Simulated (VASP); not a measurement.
Here is a VASP 6.6.1 calculation.

INCAR

```
SYSTEM = N
PREC     = Accurate       ! precision mode
ENCUT    = 600            ! plane-wave cutoff, eV
EDIFF    = 1E-6           ! SCF threshold, eV
ISMEAR   = -1             ! smearing method
SIGMA    = 0.1            ! smearing width, eV
LREAL    = .False.        ! projectors in reciprocal space
LASPH    = .True.         ! aspherical terms in the spheres
NELM     = 80             ! most SCF steps
ALGO     = Normal         ! electronic algorithm
ISIF     = 3              ! what is computed and relaxed
LWAVE    = .False.        ! write WAVECAR
LCHARG   = .False.        ! write CHGCAR
GGA      = PS             ! functional
IBRION   = 2              ! ionic algorithm
NSW      = 100            ! ionic steps
EDIFFG   = -0.002         ! ionic threshold
```

The input KPOINTS:

```
regular mesh
0
Gamma
  8 8 4
  0 0 0
```

Contents of POSCAR:

```
N
1.0
    4.1672328106      0.0000000000      0.0000000000
   -2.0836164053      3.6089294775      0.0000000000
    0.0000000000      0.0000000000      7.0060035100
N
4
Direct
    0.3333333333      0.6666666667      0.3289300400
    0.3333333333      0.6666666667      0.1710699600
    0.6666666667      0.3333333333      0.8289300400
    0.6666666667      0.3333333333      0.6710699600
```

Potentials or basis: VASP PAW PBE potentials, release 64 (N).

Launch:

```sh
$ cat potpaw_PBE.64/N/POTCAR > POTCAR
$ mpirun -np 1 vasp_std > vasp.out
```

Problem. What does it give for the relaxed cell?

Solution. a = 4.485 Å, b = 4.485 Å, c = 6.505 Å, α = 90.00°, β = 90.00°, γ = 120.00°.

Problem. What does it give for the band gap on the k mesh?

Solution. 6.89 eV (least direct gap 7.22 eV).

Problem. Estimate the relaxed volume.

Solution. 28.33 Å³/atom.

Problem. Estimate the space group after relaxing (to 0.1 Å).

Solution. P6_3/mmc (No. 194).

Step by step:
```csv
step,energy change (eV),largest force (eV/Å),pressure (GPa),volume (Å³)
1,0.0000,0.8159,0.91,105.37
3,-0.0038,0.2395,-0.26,105.48
5,-0.0042,0.0019,0.01,105.45
7,-0.0042,0.0094,0.02,105.47
9,-0.0044,0.0001,0.01,105.69
11,-0.0048,0.0246,-0.02,106.54
13,-0.0066,0.0001,0.01,109.85
15,-0.0069,0.3586,0.37,113.95
17,-0.0069,0.3552,0.36,113.97
19,-0.0070,0.3375,0.34,114.04
21,-0.0072,0.2676,0.27,114.33
23,-0.0074,0.1355,0.12,114.90
25,-0.0074,0.1147,0.09,115.00
27,-0.0074,0.1318,0.11,114.92
29,-0.0075,0.1174,0.10,114.74
31,-0.0077,0.0540,0.04,113.94
33,-0.0078,0.0067,0.01,113.21
35,-0.0078,0.0342,0.03,113.60
37,-0.0078,0.0154,0.01,113.30
39,-0.0078,0.0076,0.01,113.32
41,-0.0078,0.0061,0.02,113.32
43,-0.0078,0.0076,0.01,113.32
45,-0.0078,0.0034,0.01,113.31
47,-0.0078,0.0041,0.00,113.31
48,-0.0078,0.0012,0.00,113.32
```

Caveat: the standard files for N, O and F lose accuracy on very short bonds; this functional lacks dispersion, which holds the molecules together, so the pressure and a relaxed volume are unreliable; the PAW data sets were made with another functional, which shifts forces and pressure a little. A k mesh can miss the band edges.
